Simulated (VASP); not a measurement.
Ge:

```xyz
1
Lattice="-1.6084 1.6084 1.8732 1.6084 -1.6084 1.8732 1.6084 1.6084 -1.8732" Properties=species:S:1:pos:R:3 pbc="T T T"
Ge    0.0000    0.0000    1.8732
```

| Item | Value |
| --- | --- |
| Program | VASP 6.6.1 |
| Task | relaxation of cell and atoms |
| Functional | BLYP |
| Dispersion | D3(BJ) |
| Potentials or basis | VASP PAW PBE potentials, release 64 (Ge_d) |
| Cutoff | 600 eV |
| k mesh | 12 × 12 × 12 |
| Occupations | fermi-dirac, width 0.05 eV |
| Spin | no spin polarisation |

At the start: pressure 0.7 GPa; volume 19.38 Å³/atom.

Where does the relaxation end?

Over 19 steps the energy falls by 249.0 meV/atom and the volume is 23.61 Å³/atom (+21.8 %); space group I4/mmm (No. 139, to 0.05 Å).

The path:
```
step  energy change (eV)  largest force (eV/Å)  pressure (GPa)  volume (Å³)
   1              0.0000                0.0000            0.72        19.38
   2             -0.0010                0.0000            0.34        19.63
   3             -0.0013                0.0000            0.01        19.75
   4             -0.0014                0.0000            0.22        19.78
   5             -0.0015                0.0000            0.21        19.82
   6             -0.0017                0.0000            0.33        19.92
   7             -0.0030                0.0000            1.51        20.10
   8             -0.0174                0.0000           12.80        20.47
   9             -0.1360                0.0000           17.34        21.23
  10             -0.1937                0.0000           17.74        22.81
  11             -0.1516                0.0000           -4.71        26.16
  12             -0.1754                0.0000           -6.07        25.36
  13             -0.2377                0.0000           -6.75        24.06
  14             -0.2463                0.0000            4.74        23.43
  15             -0.2485                0.0000           -2.14        23.69
  16             -0.2489                0.0000            0.44        23.59
  17             -0.2283                0.0000           -7.78        24.27
  18             -0.2490                0.0000           -0.14        23.61
  19             -0.2490                0.0000           -0.03        23.61
```

Final structure:
```yaml
crystal:
  lattice:
    - [-1.68680, 1.68680, 2.07438]
    - [1.68680, -1.68680, 2.07438]
    - [1.68680, 1.68680, -2.07438]
  atoms:
    - { symbol: Ge, position: [0.50000, 0.50000, 0.00000] }
```

Caveat: the volume moved by over 15 % at a fixed basis, so the end points are rough; the PAW data sets were made with another functional, which shifts forces and pressure a little; pairwise dispersion overbinds metals, which lowers pressure and volume.
